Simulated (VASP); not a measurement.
## Ga: single point with PBEsol

Ga:

```
CELL_PARAMETERS angstrom
0.00000 2.07225 2.07225
2.07225 0.00000 2.07225
2.07225 2.07225 0.00000
ATOMIC_POSITIONS crystal
Ga 0.00000 0.00000 0.00000
```

* Program: VASP 6.6.1
* Task: single point
* Functional: PBEsol
* Potentials or basis: VASP PAW PBE potentials, release 64 (Ga_d)
* Cutoff: 520 eV
* k mesh: 18 × 18 × 18
* Occupations: gaussian, width 0.1 eV
* Spin: no spin polarisation
* Dipole correction: no
* Further INCAR settings: ALGO = Normal; EDIFF = 1e-06; NBANDS = 12

* Pressure: 0.0 GPa

Levels at points of the mesh, in eV from the Fermi level:
```csv
k point,band 3,band 4,band 5,band 6,band 7,band 8,band 9,band 10
"(0.00, 0.00, 0.00)",-14.97,-14.83,-14.83,-11.59,12.78,12.78,12.78,16.09
"(0.50, 0.00, 0.00)",-14.96,-14.71,-14.71,-5.08,-4.34,10.27,10.27,14.83
"(0.50, 0.50, 0.00)",-14.71,-14.68,-14.68,-2.84,-2.31,5.02,5.02,8.52
```

Wall time 12 s on 1 thread of Intel(R) Xeon(R) 6975P-C (Granite Rapids) (shared host), peak memory 0.16 GiB.

Caveat: the PAW data sets were made with another functional, which shifts forces and pressure a little.
